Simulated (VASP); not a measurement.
Ti, 1 atom in the cell. It takes space group I4/mmm (No. 139, tetragonal). Conventional cell: a = 2.869 Å, b = 2.869 Å, c = 3.590 Å, α = 90.00°, β = 90.00°, γ = 90.00°. Within 3.6 Å of Ti (site symmetry 4/mmm) lie 14 Ti at 2.71 to 3.59 Å.  This cell differs from its parent crystal: volume 14.773 Å^3 an atom, c/a of the conventional cell 1.2513.

```yaml
Program: VASP 6.6.1
Task: single point
Functional: PBEsol
Potentials_or_basis: VASP PAW PBE potentials, release 64 (Ti_sv)
Cutoff: 520 eV
k_mesh: 22 × 22 × 22
Occupations: gaussian, width 0.15 eV
Spin: no spin polarisation
Dipole_correction: no
Further_INCAR_settings: ALGO = Fast; EDIFF = 1e-06; NBANDS = 12
```

Potentials or basis: VASP PAW PBE potentials, release 64 (Ti_sv).

Command:

```sh
$ cat potpaw_PBE.64/Ti_sv/POTCAR > POTCAR
$ mpirun -np 1 vasp_std > vasp.out
```

Hardware: 1 thread of Intel(R) Xeon(R) 6975P-C (Granite Rapids), on a shared host.

Question: How long does it take, and how much memory?

Answer: Wall time 76 s on 1 thread of Intel(R) Xeon(R) 6975P-C (Granite Rapids) (shared host), peak memory 0.25 GiB. Counts: scf iterations 20, k points 834.
